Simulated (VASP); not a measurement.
# TaN (I4_1md) in VASP: single point with PBEsol

Aim: the single point of TaN with PBEsol.

Program: VASP 6.6.1. These are calculated values, not measurements. Logs are shortened: lines on timing, memory, paths and dates and some standing lists are left out, and cuts for length are marked.

### Step 1. The cell of the first run

It takes space group I4_1md (No. 109, tetragonal). The conventional cell has a = 2.888 Å, b = 2.888 Å, c = 10.196 Å, α = 90.00°, β = 90.00°, γ = 90.00°. Ta (site symmetry 2mm) has 6 N at 2.21 to 2.24 Å and 8 Ta at 2.89 to 2.93 Å within 3.0 Å. N (site symmetry 2mm) has 6 Ta at 2.21 to 2.24 Å and 8 N at 2.89 to 2.93 Å within 3.0 Å.

### Step 2. Single point, PBEsol

File INCAR:

```
SYSTEM = TaN
  PREC = Accurate
  ENCUT = 520
  EDIFF = 1E-7
  ISMEAR = 0
  SIGMA = 0.02
  LREAL = .FALSE.
  LASPH = .TRUE.
  NELM = 60
  ALGO = Normal
  ISIF = 2
  LWAVE = .FALSE.
  LCHARG = .FALSE.
  GGA = PS
  NBANDS = 24
```

File KPOINTS:

```
regular mesh
0
G
  14 14 14
  0 0 0
```

File POSCAR:

```
TaN
1.0
   -1.4440621980      1.4440621980      5.0981226001
    1.4440621980     -1.4440621980      5.0981226001
    1.4440621980      1.4440621980     -5.0981226001
Ta N
2 2
Direct
    0.7488429129      0.7488429129      0.0000000000
    0.4988429129     -0.0011570871      0.5000000000
    0.1671570871      0.1671570871      0.0000000000
    0.9171570871      0.4171570871      0.5000000000
```

Potentials or basis: VASP PAW PBE potentials, release 64 (Ta_pv, N).

The run is started by

```
cat potpaw_PBE.64/Ta_pv/POTCAR potpaw_PBE.64/N/POTCAR > POTCAR
mpirun -np 1 vasp_std > vasp.out
```

OUTCAR:

```text
SYSTEM = TaN
   PREC = Accurate
   ENCUT = 520
   EDIFF = 1E-7
   ISMEAR = 0
   LREAL = .FALSE.
   LASPH = .TRUE.
   NELM = 60
   ISIF = 2
   GGA = PS

 ion  position               nearest neighbor table
   1  0.749  0.749  0.000-   3 2.21   3 2.21   3 2.21   3 2.21   4 2.24   4 2.24   2 2.93   2 2.93
                             2 2.93   2 2.93
   2  0.499  0.999  0.500-   4 2.21   4 2.21   4 2.21   4 2.21   3 2.24   3 2.24   1 2.93   1 2.93
                             1 2.93   1 2.93
   3  0.167  0.167  0.000-   1 2.21   1 2.21   1 2.21   1 2.21   2 2.24   2 2.24
   4  0.917  0.417  0.500-   2 2.21   2 2.21   2 2.21   2 2.21   1 2.24   1 2.24

  LATTYP: Found a body centered tetragonal cell.
 ALAT       =     2.8881243960
 C/A-ratio  =     3.5304037507

  Lattice vectors:

 A1 = (  -1.4440621980,   1.4440621980,   5.0981226001)
 A2 = (   1.4440621980,  -1.4440621980,   5.0981226001)
 A3 = (   1.4440621980,   1.4440621980,  -5.0981226001)

Analysis of symmetry for initial positions (statically):
=====================================================================
 Subroutine PRICEL returns:
 Original cell was already a primitive cell.

 Routine SETGRP: Setting up the symmetry group for a
 body centered tetragonal supercell.

 Subroutine GETGRP returns: Found  8 space group operations
 (whereof  4 operations were pure point group operations)
 out of a pool of 16 trial point group operations.

The static configuration has the point symmetry C_2v.
 The point group associated with its full space group is C_4v.

Analysis of symmetry for dynamics (positions and initial velocities):
=====================================================================
 Subroutine PRICEL returns:
 Original cell was already a primitive cell.

 Routine SETGRP: Setting up the symmetry group for a
 body centered tetragonal supercell.

 Subroutine GETGRP returns: Found  8 space group operations
 (whereof  4 operations were pure point group operations)
 out of a pool of 16 trial point group operations.

The dynamic configuration has the point symmetry C_2v.
 The point group associated with its full space group is C_4v.

 Subroutine INISYM returns: Found  8 space group operations
 (whereof  4 operations are pure point group operations),
 and found     1 'primitive' translations

----------------------------------------------------------------------------------------

                                     Primitive cell

  volume of cell :      42.5248

  direct lattice vectors                    reciprocal lattice vectors
    -1.444062198  1.444062198  5.098122600     0.000000000  0.346245474  0.098075319
     1.444062198 -1.444062198  5.098122600     0.346245474  0.000000000  0.098075319
     1.444062198  1.444062198 -5.098122600     0.346245474  0.346245474  0.000000000

  length of vectors
     5.491947315  5.491947315  5.491947315     0.359867609  0.359867609  0.489665045

  position of ions in fractional coordinates (direct lattice)
     0.748842913  0.748842913  0.000000000
     0.498842913  0.998842913  0.500000000
     0.167157087  0.167157087  0.000000000
     0.917157087  0.417157087  0.500000000

  ion indices of the primitive-cell ions
   primitive index   ion index
                 1           1
                 2           2
                 3           3
                 4           4

----------------------------------------------------------------------------------------

 KPOINTS: regular mesh

Automatic generation of k-mesh.
 Grid dimensions read from file:
 generate k-points for:   14   14   14

 Generating k-lattice:

  Cartesian coordinates                     Fractional coordinates (reciprocal lattice)
     0.000000000  0.024731820  0.007005380     0.071428571  0.000000000  0.000000000
     0.024731820  0.000000000  0.007005380     0.000000000  0.071428571  0.000000000
     0.024731820  0.024731820  0.000000000     0.000000000  0.000000000  0.071428571

  Length of vectors
     0.025704829  0.025704829  0.034976075

  Shift w.r.t. Gamma in fractional coordinates (k-lattice)
     0.000000000  0.000000000  0.000000000

 Subroutine IBZKPT returns following result:
 ===========================================

 Found    244 irreducible k-points:

 Following reciprocal coordinates:
            Coordinates               Weight
  0.000000  0.000000  0.000000      1.000000
  0.071429  0.000000  0.000000      8.000000
  0.142857  0.000000  0.000000      8.000000
  0.214286  0.000000  0.000000      8.000000
  0.285714 -0.000000  0.000000      8.000000
  0.357143  0.000000 -0.000000      8.000000
[... 16 lines left out ...]
  0.214286  0.142857  0.000000     16.000000
  0.285714  0.142857  0.000000     16.000000
 [... further k-points ...]
   k-points           NKPTS =    244   k-points in BZ     NKDIM =    244   number of bands    NBANDS=     24
   number of dos      NEDOS =    301   number of ions     NIONS =      4
   total plane-waves  NPLWV =  74088
   dimension x,y,z NGX =    42 NGY =   42 NGZ =   42
   dimension x,y,z NGXF=    84 NGYF=   84 NGZF=   84
   ions per type =               2   2
   NGX,Y,Z   is equivalent  to a cutoff of  12.71, 12.71, 12.71 a.u.
   NGXF,Y,Z  is equivalent  to a cutoff of  25.43, 25.43, 25.43 a.u.
 SYSTEM =  TaN
   PREC   = accura    normal or accurate (medium, high low for compatibility)
   ISTART =      0    job   : 0-new  1-cont  2-samecut
   ICHARG =      2    charge: 1-file 2-atom 10-const
   ISPIN  =      1    spin polarized calculation?
   LNONCOLLINEAR =      F non collinear calculations
   LSORBIT =      F    spin-orbit coupling
   LASPH  =      T    aspherical Exc in radial PAW
   ENCUT  =  520.0 eV  38.22 Ry    6.18 a.u.  10.21 10.21 10.21*2*pi/ulx,y,z
   NELM   =     60;   NELMIN=  2; NELMDL= -5     # of ELM steps
   EDIFF  = 0.1E-06   stopping-criterion for ELM
   LREAL  =      F    real-space projection
   EDIFFG = 0.1E-05   stopping-criterion for IOM
   NSW    =      0    number of steps for IOM
   IBRION =     -1    ionic relax: 0-MD 1-quasi-New 2-CG
   NFREE  =      0    steps in history (QN), initial steepest desc. (CG)
   ISIF   =      2    stress and relaxation
   ISYM   =      2    0-nonsym 1-usesym 2-fastsym
   POTIM  = 0.5000    time-step for ionic-motion
   TEBEG  =    0.0;   TEEND  =   0.0 temperature during run
   PSTRESS=    0.0 pullay stress
   NELECT =      32.0000    total number of electrons
   NUPDOWN=      -1.0000    fix difference up-down
   EMIN   =  10.00;   EMAX   =-10.00  energy-range for DOS
   EFERMI =   0.00;   METHOD = LEGACY
   ISMEAR =     0;   SIGMA  =   0.02  broadening in eV -4-tet -1-fermi 0-gaus
   EFERMI_NEDOS =   21; number of points for ismear=-14 and -15
   IALGO  =     38    algorithm
   IMIX   =      4    mixing-type and parameters
     AMIX     =   0.40;   BMIX     =  1.00
     AMIX_MAG =   1.60;   BMIX_MAG =  1.00
  volume/ion in A,a.u.               =      10.63        71.74
  Fermi-wavevector in a.u.,A,eV,Ry     =   1.489055  2.813906 30.168000  2.217285
  Thomas-Fermi vector in A             =   2.602012
   LORBIT       =      0    0 simple, 1 ext, 2 COOP (PROOUT), +10 PAW based schemes
   GGA     = PS    functional components
   LHFCALC =     F    Hartree Fock is set to
   AEXX    =    0.0000 exact exchange contribution
   IVDW    =     0    specifies the selected vdW correction
   LEPSILON=     F    determine dielectric tensor
   LRPA    =     F    only Hartree local field effects (RPA)
 non-spin polarized calculation
 Gauss-broadening in eV      SIGMA  =   0.02
  energy-cutoff  :      520.00
  volume of cell :       42.52
 maximum number of plane-waves:      1164
 NGX is ok and might be reduce to    42
   NGX = 21   NGY = 21   NGZ = 21

 number of electron      32.0000000 magnetization

 Free energy of the ion-electron system (eV)
  ---------------------------------------------------
  ext. energy  EPLUGINS =         0.00000000
  ---------------------------------------------------
  free energy    TOTEN  =       -47.48464068 eV

  energy without entropy =      -47.48464068  energy(sigma->0) =      -47.48464068

 E-fermi :   8.2958     XC(G=0): -13.5808

 val. band max:        8.0886175325   @ k =  -0.3571   0.3571   0.3571
 cond. band min:       8.7653686872   @ k =  -0.2143   0.2143   0.0000
 fundamental gap:      0.6767511547
 Fermi energy:         8.2958436954

 k-point     1 :       0.0000    0.0000    0.0000
  band No.  band energies     occupation
      1     -27.3029      2.00000
      2     -26.5046      2.00000
      3     -26.5046      2.00000
      4     -26.2869      2.00000
      5     -26.2869      2.00000
      6     -26.2187      2.00000
[... 16 lines left out ...]
     23      12.2876      0.00000
     24      13.5607      0.00000

 k-point     2 :       0.0714    0.0000    0.0000
  band No.  band energies     occupation
      1     -27.2882      2.00000
      2     -26.5527      2.00000
      3     -26.5009      2.00000
      4     -26.3364      2.00000
      5     -26.2818      2.00000
      6     -26.2170      2.00000
[... 16 lines left out ...]
     23      12.6710      0.00000
     24      13.3770      0.00000

 k-point     3 :       0.1429    0.0000    0.0000
  band No.  band energies     occupation
      1     -27.2476      2.00000
      2     -26.6830      2.00000
      3     -26.4906      2.00000
      4     -26.4618      2.00000
      5     -26.2676      2.00000
      6     -26.2251      2.00000
[... 16 lines left out ...]
     23      13.0795      0.00000
     24      13.4150      0.00000
[... 514 lines left out ...]
 k-point    23 :       0.2143    0.1429    0.0000
  band No.  band energies     occupation
      1     -27.1206      2.00000
      2     -26.8522      2.00000
      3     -26.6535      2.00000
      4     -26.5948      2.00000
      5     -26.4100      2.00000
      6     -26.2717      2.00000
[... 16 lines left out ...]
     23      13.7193      0.00000
     24      14.0077      0.00000

 k-point    24 :       0.2857    0.1429    0.0000
  band No.  band energies     occupation
      1     -27.1364      2.00000
      2     -26.9817      2.00000
      3     -26.7457      2.00000
      4     -26.6308      2.00000
      5     -26.3921      2.00000
      6     -26.2977      2.00000
[... 16 lines left out ...]
     23      13.7165      0.00000
     24      14.5811      0.00000

 [... further k-points ...]

------------------------ aborting loop because EDIFF is reached ----------------------------------------

  FORCE on cell =-STRESS in cart. coord.  units (eV):
  Direction    XX          YY          ZZ          XY          YZ          ZX
  --------------------------------------------------------------------------------------
  -------------------------------------------------------------------------------------
  Total        0.2433977      0.2433977      0.1904178      0.0000000      0.0000000      0.0000000
  in kB        9.1703287      9.1703287      7.1742427      0.0000000      0.0000000      0.0000000
  external PRESSURE =       8.5049667 kB  Pullay stress =       0.0000000 kB

 VOLUME and BASIS-vectors are now :
 -----------------------------------------------------------------------------
  energy-cutoff  :      520.00
  volume of cell :       42.52
      direct lattice vectors                 reciprocal lattice vectors
    -1.444062198  1.444062198  5.098122600     0.000000000  0.346245474  0.098075319
     1.444062198 -1.444062198  5.098122600     0.346245474  0.000000000  0.098075319
     1.444062198  1.444062198 -5.098122600     0.346245474  0.346245474  0.000000000

 POSITION                                       TOTAL-FORCE (eV/Angst)
 -----------------------------------------------------------------------------------
      0.00000      0.00000      7.63539         0.000000      0.000000      0.002322
      1.44406      0.00000      5.08632        -0.000000     -0.000000      0.002322
      0.00000      0.00000      1.70437         0.000000     -0.000000     -0.002322
      0.00000      1.44406      4.25344        -0.000000      0.000000     -0.002322
 -----------------------------------------------------------------------------------
    total drift:                                0.000000      0.000000      0.000339

  FREE ENERGIE OF THE ION-ELECTRON SYSTEM (eV)
  ---------------------------------------------------
  free  energy   TOTEN  =       -47.4846406841 eV

  energy  without entropy=      -47.4846406841  energy(sigma->0) =      -47.48464068
```

It took 15 min on 1 thread of Intel Xeon Platinum 8259CL at 2.50GHz (Skylake/Cascade Lake), shared host; peak memory 0.4 GiB.

Results:

```yaml
Free_energy: -47.4846 eV
Pressure: 0.9 GPa
Band_gap_on_the_k_mesh: 0.68 eV (least direct gap 0.99 eV)
```

Forces in eV/Å, atoms in the order of the input:
```
Ta   0.000  0.000  0.002
Ta   0.000  0.000  0.002
N    0.000  0.000 -0.002
N    0.000  0.000 -0.002
```

Stress tensor (GPa, compression positive):
```
0.92 0.00 0.00
0.00 0.92 0.00
0.00 0.00 0.72
```

Caveat: the PAW data sets were made with another functional, which shifts forces and pressure a little; spin-orbit coupling is left out, which moves the levels of the heavy elements. A k mesh can miss the band edges.
